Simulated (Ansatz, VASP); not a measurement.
# One calculation of Si15Rh, two programs

```
Rh Si
1.0
     0.00000    5.43700    5.43700
     5.43700    0.00000    5.43700
     5.43700    5.43700    0.00000
Rh Si
1 15
Direct
  0.00000 0.00000 0.00000
  0.99909 0.99909 0.50091
  0.99909 0.50091 0.99909
  0.99909 0.50091 0.50091
  0.50091 0.99909 0.99909
  0.50091 0.99909 0.50091
  0.50091 0.50091 0.99909
  0.50000 0.50000 0.50000
  0.12322 0.12322 0.12322
  0.12322 0.12322 0.63034
  0.12322 0.63034 0.12322
  0.12518 0.62494 0.62494
  0.63034 0.12322 0.12322
  0.62494 0.12518 0.62494
  0.62494 0.62494 0.12518
  0.62494 0.62494 0.62494
```

Alike in both runs: task single point; functional PBEsol; k mesh 3 × 3 × 3; occupations gaussian, width 0.05 eV; collinear spin; Hubbard terms Rh d U = 4.0 eV.

```csv
,VASP,Ansatz
version,VASP 6.6.1,Ansatz 0.2.0
potentials or method,"VASP PAW PBE potentials, release 64 (Rh_pv, Si), cutoff 520 eV","scalar-relativistic, plane waves, PAW"
valence electrons in the cell,75,77
```

```csv
,VASP,Ansatz,Ansatz less VASP
gap on the k mesh at the Fermi level (eV),none,none,-
pressure (GPa),-1.4,-1.3,+0.09
rms of the force components (eV/Å),0.040,0.005,-0.0347
net moment per atom (μB),0.06,0.06,0.000
size of the moment on the site where the two differ most (μB),0.34,0.24,-0.098
```

VASP's potentials were made for PBE, not for PBEsol. Site moments also hang on the region over which each program counts them. The programs project onto different local orbitals, so the same U acts differently, and such runs can settle in different states. Atom by atom the forces differ by 0.045 eV/Å (rms over components). A gap of «none» marks a metal or a gap that the smearing closes. VASP's potentials hold 75 valence electrons a cell and Ansatz's 77, so a difference there can come from the potentials and not from the codes. Ansatz's warnings: filled band counts differ across k points, given moment on shells.
